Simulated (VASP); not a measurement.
## Pt3Rh: single point with LDA

Crystal: Pt3Rh.

```
CELL_PARAMETERS angstrom
3.70369 0.00000 0.00000
0.00000 3.70369 0.00000
0.00000 0.00000 3.70369
ATOMIC_POSITIONS crystal
Rh 0.50000 0.50000 0.50000
Pt 0.50000 0.00000 0.00000
Pt 0.00000 0.50000 0.00000
Pt 0.00000 0.00000 0.50000
```

```json
{
 "Program": "VASP 6.6.1",
 "Task": "single point",
 "Functional": "LDA",
 "Potentials or basis": "VASP PAW LDA potentials, release 64 (Rh_pv, Pt)",
 "Cutoff": "520 eV",
 "k mesh": "10 × 10 × 10",
 "Occupations": "gaussian, width 0.05 eV",
 "Spin": "no spin polarisation",
 "Dipole correction": "no",
 "Further INCAR settings": "ALGO = Fast; EDIFF = 1e-07; NBANDS = 30"
}
```

```json
{
  "Pressure": "54.1 GPa"
}
```

Levels at points of the mesh, in eV from the Fermi level:
```tsv
k point	band 20	band 21	band 22	band 23	band 24	band 25	band 26	band 27
(0.00, 0.00, 0.00)	0.68	0.68	0.90	0.90	0.90	1.89	1.89	1.89
(0.50, 0.00, 0.00)	-2.31	-1.91	-1.13	-0.71	0.69	0.90	8.54	9.10
(0.50, 0.50, 0.00)	-2.36	-2.27	-1.84	-1.84	2.39	2.45	2.45	3.04
(0.50, 0.50, 0.50)	0.09	0.09	0.09	0.29	0.29	0.29	0.33	0.33
```

Run time: 82 s on 1 thread of Intel(R) Xeon(R) Platinum 8488C (Sapphire Rapids) (shared host), peak memory 0.19 GiB.

Caveat: spin-orbit coupling is left out, which moves the levels of the heavy elements.
